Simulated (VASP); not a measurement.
NaI:

```
Na I
1.0
     0.00000    3.22963    3.22963
     3.22963    0.00000    3.22963
     3.22963    3.22963    0.00000
Na I
1 1
Direct
  0.00000 0.00000 0.00000
  0.50000 0.50000 0.50000
```

Base run:

```yaml
Program: VASP 6.6.1
Functional: r2SCAN
Potentials_or_basis: VASP PAW PBE potentials, release 64 (Na_pv, I)
Cutoff: 520 eV
k_mesh: 8 × 8 × 8
Occupations: gaussian, width 0.01 eV
Spin: no spin polarisation
```

Its results: band gap on the k mesh 4.46 eV, direct; pressure -0.1 GPa.

Problem. The run is repeated on the same cell with these changes: functional from r2SCAN to PBE. What comes out?

Solution. Band gap on the k mesh 3.66 eV, direct; pressure 0.5 GPa.

r2SCAN gives the wider gap, since meta-GGAs in the generalised Kohn-Sham scheme recover part of the derivative discontinuity.

Caveats: spin-orbit coupling is left out, which moves the levels of the heavy elements; the PAW data sets were made with another functional, which shifts forces and pressure a little (some runs).

